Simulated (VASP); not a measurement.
## Sr27Ti27O80 (a cell with a defect): single point with PBEsol

The system is Sr27Ti27O80 (a cell with a defect).

```
CELL_PARAMETERS angstrom
11.67423 0.00000 0.00000
0.00000 11.67423 0.00000
0.00000 0.00000 11.67423
ATOMIC_POSITIONS crystal
Sr 0.00076 0.99962 0.00149
Sr 0.00073 0.99962 0.33475
Sr 0.00076 0.99963 0.66768
Sr 0.00089 0.33244 0.00166
Sr 0.00060 0.33207 0.33503
Sr 0.00106 0.33269 0.66781
Sr 0.00087 0.66661 0.00160
Sr 0.00057 0.66715 0.33503
Sr 0.00104 0.66630 0.66784
Sr 0.33379 0.99935 0.00160
Sr 0.33317 0.99965 0.33507
Sr 0.33405 0.99940 0.66787
Sr 0.32980 0.32839 0.99952
Sr 0.32807 0.32666 0.33392
Sr 0.32998 0.32866 0.66949
Sr 0.32977 0.67053 0.99953
Sr 0.32741 0.67281 0.33402
Sr 0.32988 0.67042 0.66967
Sr 0.66794 0.99934 0.00169
Sr 0.66826 0.99964 0.33509
Sr 0.66767 0.99940 0.66786
Sr 0.67175 0.32855 0.99954
Sr 0.67301 0.32725 0.33404
Sr 0.67172 0.32864 0.66947
Sr 0.67180 0.67039 0.99967
Sr 0.67358 0.67220 0.33417
Sr 0.67180 0.67045 0.66965
Ti 0.16720 0.16556 0.16809
Ti 0.16729 0.16561 0.50192
Ti 0.16695 0.16515 0.83496
Ti 0.16667 0.49945 0.16998
Ti 0.16781 0.49940 0.50084
Ti 0.16954 0.49938 0.83556
Ti 0.16709 0.83332 0.16799
Ti 0.16717 0.83324 0.50193
Ti 0.16687 0.83359 0.83493
Ti 0.50101 0.16499 0.16980
Ti 0.50103 0.16590 0.50115
Ti 0.50109 0.16666 0.83555
Ti 0.50029 0.49953 0.15566
Ti 0.50081 0.49982 0.51031
Ti 0.50144 0.49896 0.83314
Ti 0.50096 0.83307 0.17018
Ti 0.50098 0.83286 0.50107
Ti 0.50105 0.83090 0.83573
Ti 0.83479 0.16563 0.16814
Ti 0.83479 0.16569 0.50192
Ti 0.83533 0.16517 0.83499
Ti 0.83473 0.49943 0.16985
Ti 0.83478 0.49941 0.50122
Ti 0.83380 0.49938 0.83558
Ti 0.83484 0.83324 0.16819
Ti 0.83483 0.83320 0.50202
Ti 0.83531 0.83356 0.83505
O 0.16637 0.16712 0.99910
O 0.16665 0.16710 0.33245
O 0.16616 0.16711 0.66605
O 0.17606 0.50041 0.99984
O 0.15407 0.50045 0.33262
O 0.17566 0.50035 0.66488
O 0.16649 0.83365 0.99909
O 0.16651 0.83354 0.33248
O 0.16634 0.83370 0.66608
O 0.49973 0.17631 0.99952
O 0.49965 0.15486 0.33253
O 0.49969 0.17656 0.66511
O 0.49902 0.50017 0.00290
O 0.50039 0.50066 0.66278
O 0.49973 0.82471 0.99980
O 0.49965 0.84609 0.33246
O 0.49966 0.82388 0.66485
O 0.83306 0.16701 0.99909
O 0.83285 0.16721 0.33243
O 0.83318 0.16684 0.66599
O 0.82428 0.50041 0.99958
O 0.84524 0.50038 0.33244
O 0.82321 0.50032 0.66520
O 0.83291 0.83367 0.99906
O 0.83299 0.83341 0.33244
O 0.83300 0.83388 0.66600
O 0.99990 0.16744 0.16566
O 0.99980 0.16730 0.49886
O 0.99980 0.16706 0.83244
O 0.00007 0.50029 0.15626
O 0.99959 0.50020 0.50879
O 0.99978 0.50039 0.83238
O 0.99990 0.83357 0.16549
O 0.99980 0.83356 0.49903
O 0.99981 0.83397 0.83241
O 0.33351 0.16770 0.16493
O 0.33333 0.16752 0.49968
O 0.33317 0.16733 0.83229
O 0.33762 0.50070 0.18602
O 0.33729 0.50048 0.48028
O 0.33558 0.50072 0.83185
O 0.33351 0.83314 0.16506
O 0.33333 0.83307 0.49954
O 0.33325 0.83361 0.83231
O 0.66614 0.16786 0.16499
O 0.66610 0.16761 0.49958
O 0.66626 0.16759 0.83229
O 0.66214 0.50071 0.18458
O 0.66185 0.50045 0.47963
O 0.66378 0.50068 0.83315
O 0.66615 0.83295 0.16517
O 0.66611 0.83298 0.49938
O 0.66619 0.83336 0.83227
O 0.16675 0.00034 0.16559
O 0.16664 0.00031 0.49910
O 0.16614 0.00035 0.83243
O 0.16747 0.33410 0.16521
O 0.16707 0.33396 0.49943
O 0.16677 0.33394 0.83244
O 0.16726 0.66671 0.16510
O 0.16685 0.66674 0.49961
O 0.16661 0.66689 0.83240
O 0.49999 0.00047 0.15625
O 0.49980 0.00026 0.50883
O 0.49979 0.00042 0.83224
O 0.49982 0.33830 0.18536
O 0.49950 0.33816 0.48028
O 0.49939 0.33640 0.83235
O 0.49980 0.66284 0.18517
O 0.49950 0.66263 0.47939
O 0.49941 0.66459 0.83283
O 0.83292 0.00032 0.16567
O 0.83276 0.00029 0.49888
O 0.83306 0.00032 0.83247
O 0.83251 0.33408 0.16499
O 0.83238 0.33392 0.49966
O 0.83263 0.33386 0.83235
O 0.83274 0.66671 0.16499
O 0.83260 0.66674 0.49972
O 0.83277 0.66693 0.83227
```

```json
{"Program": "VASP 6.6.1", "Task": "single point", "Functional": "PBEsol", "Potentials or basis": "VASP PAW PBE potentials, release 64 (Sr_sv, Ti_sv, O)", "Cutoff": "520 eV", "k mesh": "1 × 1 × 1, shifted", "Occupations": "fermi-dirac, width 0.05 eV", "Spin": "no spin polarisation", "Dipole correction": "no", "Charge": "2", "Further INCAR settings": "LREAL = Auto; ALGO = Normal; EDIFF = 1e-06; NBANDS = 610; ISYM = -1; NELECT = 1072.0"}
```

```json
{"Largest force": "0.078 eV/Å"}
```

Forces on the atoms (eV/Å):
```
Sr   0.002  0.001 -0.001
Sr   0.001  0.002 -0.002
Sr   0.002  0.001 -0.002
Sr   0.001  0.006 -0.006
Sr   0.002 -0.002  0.000
Sr   0.001  0.007  0.002
Sr   0.000 -0.003 -0.006
Sr   0.002  0.005  0.001
Sr   0.001 -0.002  0.002
Sr   0.004  0.002 -0.006
Sr  -0.004  0.001  0.001
Sr   0.004  0.003  0.002
Sr   0.013  0.013  0.002
Sr   0.006  0.010  0.001
Sr   0.011  0.012 -0.007
Sr   0.012 -0.011  0.005
Sr   0.008 -0.006  0.002
Sr   0.010 -0.010 -0.009
Sr  -0.003  0.002 -0.006
Sr   0.004  0.000  0.000
Sr  -0.003  0.004  0.001
Sr  -0.012  0.013  0.002
Sr  -0.006  0.008  0.000
Sr  -0.011  0.012 -0.005
Sr  -0.010 -0.011  0.002
Sr  -0.007 -0.004  0.000
Sr  -0.011 -0.010 -0.006
Ti   0.001  0.014 -0.012
Ti   0.006  0.016 -0.012
Ti   0.003  0.018 -0.014
Ti   0.019  0.006 -0.010
Ti   0.000  0.017 -0.004
Ti  -0.011  0.004 -0.016
Ti  -0.006  0.007 -0.014
Ti  -0.002  0.008 -0.014
Ti   0.001  0.001 -0.015
Ti   0.000  0.027 -0.025
Ti  -0.004  0.024 -0.004
Ti   0.002  0.012 -0.016
Ti  -0.010  0.020  0.055
Ti  -0.022  0.009 -0.048
Ti  -0.020  0.013  0.001
Ti   0.000 -0.008 -0.009
Ti  -0.006  0.001 -0.008
Ti   0.006  0.019 -0.017
Ti  -0.009  0.016 -0.008
Ti  -0.007  0.012 -0.015
Ti  -0.020  0.027 -0.016
Ti  -0.017  0.006 -0.025
Ti  -0.011  0.011  0.002
Ti  -0.009  0.012 -0.018
Ti  -0.005  0.004 -0.010
Ti  -0.005  0.010 -0.016
Ti  -0.019 -0.001 -0.020
O   -0.006 -0.004  0.012
O   -0.004 -0.007  0.016
O   -0.002 -0.001  0.010
O   -0.009 -0.002  0.016
O   -0.002  0.000  0.012
O   -0.008 -0.004  0.013
O   -0.004 -0.001  0.008
O   -0.004  0.001  0.010
O   -0.001 -0.004  0.009
O   -0.003 -0.006  0.015
O   -0.002  0.003  0.019
O   -0.002 -0.008  0.012
O    0.003 -0.001 -0.047
O    0.000 -0.001  0.078
O   -0.003  0.007  0.015
O   -0.003  0.000  0.012
O   -0.001  0.005  0.012
O    0.003 -0.007  0.015
O    0.003 -0.006  0.015
O    0.001 -0.006  0.016
O    0.007 -0.001  0.016
O   -0.004 -0.002  0.017
O    0.006 -0.002  0.009
O    0.001  0.003  0.014
O    0.005  0.002  0.015
O   -0.001 -0.001  0.013
O    0.003  0.000 -0.002
O    0.005 -0.002  0.001
O    0.006 -0.002  0.000
O    0.005 -0.002  0.003
O    0.007 -0.001 -0.010
O    0.010 -0.002 -0.002
O    0.003 -0.002  0.001
O    0.005 -0.001  0.004
O    0.003 -0.003  0.001
O    0.003 -0.001 -0.003
O   -0.001 -0.005 -0.001
O   -0.002 -0.005  0.001
O   -0.003 -0.002 -0.007
O   -0.008 -0.003 -0.001
O    0.002 -0.002  0.002
O    0.002  0.002 -0.005
O   -0.001  0.003  0.003
O   -0.004  0.000  0.002
O    0.009 -0.002 -0.005
O    0.012  0.000  0.001
O    0.013 -0.006 -0.001
O    0.014 -0.002 -0.004
O    0.028 -0.001  0.000
O    0.013 -0.002  0.000
O    0.006  0.001 -0.003
O    0.009 -0.004  0.003
O    0.012  0.003  0.001
O    0.000 -0.010  0.001
O   -0.003 -0.011  0.004
O    0.003 -0.011  0.002
O   -0.004 -0.012 -0.003
O    0.001 -0.015  0.003
O   -0.001 -0.017  0.003
O   -0.001 -0.003 -0.003
O   -0.003 -0.004  0.003
O   -0.002 -0.001  0.004
O    0.002 -0.013  0.004
O   -0.001 -0.010 -0.010
O    0.000 -0.014 -0.001
O    0.000 -0.018 -0.003
O    0.000 -0.026  0.001
O    0.002 -0.019  0.000
O    0.000  0.002 -0.005
O    0.000  0.013  0.003
O    0.000 -0.009  0.001
O   -0.002 -0.008  0.001
O    0.000 -0.009  0.002
O    0.001 -0.011  0.001
O    0.001 -0.014 -0.002
O   -0.003 -0.013  0.001
O    0.008 -0.018  0.001
O    0.001 -0.004 -0.001
O    0.001 -0.005  0.002
O    0.008 -0.001  0.003
```

Levels at points of the mesh, in eV from the Fermi level:
```csv
k point,band 534,band 535,band 536,band 537,band 538,band 539
"(0.25, 0.25, 0.25)",-1.19,-1.16,-1.11,1.11,1.17,1.18
```

It took 16 min on 4 MPI ranks on Intel(R) Xeon(R) Platinum 8488C (Sapphire Rapids), with other jobs on the host, peak memory 0.65 GiB a rank.

Caveat: the cell carries a net charge on a neutralising background, which shifts energy and pressure; the cell is charged against a uniform background, so pressure and absolute levels hang on convention; the PAW data sets were made with another functional, which shifts forces and pressure a little.
